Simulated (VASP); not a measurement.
Here is a VASP 6.6.1 calculation.

The input POSCAR:

```
MgCdF4
1.0
    2.9605614296      0.0000000000      0.0000000000
    1.4802807148    -10.4831824258      0.0000000000
    0.0000000000      0.0000000000     -4.0999139992
Mg Cd F
2 2 8
Direct
    0.8043969196      0.3912061608      0.5817145691
    0.1956030804      0.6087938392      0.0817145691
    0.4313079876      0.1373840247      0.0946784340
    0.5686920124      0.8626159753      0.5946784340
    0.2685568007      0.4628863986      0.8170496146
    0.7314431993      0.5371136014      0.3170496146
    0.3416187776      0.3167624447      0.3475061311
    0.6583812224      0.6832375553      0.8475061311
    0.4663653279      0.0672693443      0.5827920915
    0.5336346721      0.9327306557      0.0827920915
    0.8775587255      0.2448825491      0.8456591597
    0.1224412745      0.7551174509      0.3456591597
```

The input INCAR.step1:

```
SYSTEM = MgCdF4
ALGO = Normal
EDIFF = 1E-4
ENCUT = 520
GGA = PE
ISMEAR = -1
LASPH = .True.
LCHARG = .False.
LREAL = .False.
LWAVE = .True.
NBANDS = 54
NELM = 60
PREC = Accurate
SIGMA = 0.1026
```

File INCAR.step2:

```
SYSTEM = MgCdF4
ALGO = Normal
EDIFF = 1E-6
ENCUT = 520
ISIF = 2
ISMEAR = -1
ISTART = 1
LASPH = .True.
LCHARG = .True.
LELF = .True.
LMIXTAU = .True.
LREAL = .False.
LVHAR = .True.
LWAVE = .False.
METAGGA = R2SCAN
NBANDS = 54
NELM = 60
PREC = Accurate
SIGMA = 0.1026
```

KPOINTS

```
k-points
0
Gamma
  6 6 4
  0 0 0
```

Potentials or basis: VASP PAW PBE potentials, release 64 (Mg, Cd, F).

Command:

```console
$ cat potpaw_PBE.64/Mg/POTCAR potpaw_PBE.64/Cd/POTCAR potpaw_PBE.64/F/POTCAR > POTCAR
$ cp INCAR.step1 INCAR
$ mpirun -np 1 vasp_std > vasp.out
$ cp INCAR.step2 INCAR
$ mpirun -np 1 vasp_std > vasp.out
```

**Question.** What does it give for the band gap on the k mesh?

**Answer.** 4.10 eV (least direct gap 4.17 eV).

**Question.** What does it give for the largest force?

**Answer.** 0.242 eV/Å.

**Question.** What does it give for the pressure?

**Answer.** 20.8 GPa.

Stress tensor (GPa, compression positive):
```
20.23  0.00  0.00
 0.00 21.22  0.00
 0.00  0.00 21.04
```

Caveat: the cell stands under pressure; the PAW data sets were made with another functional, which shifts forces and pressure a little. A k mesh can miss the band edges.
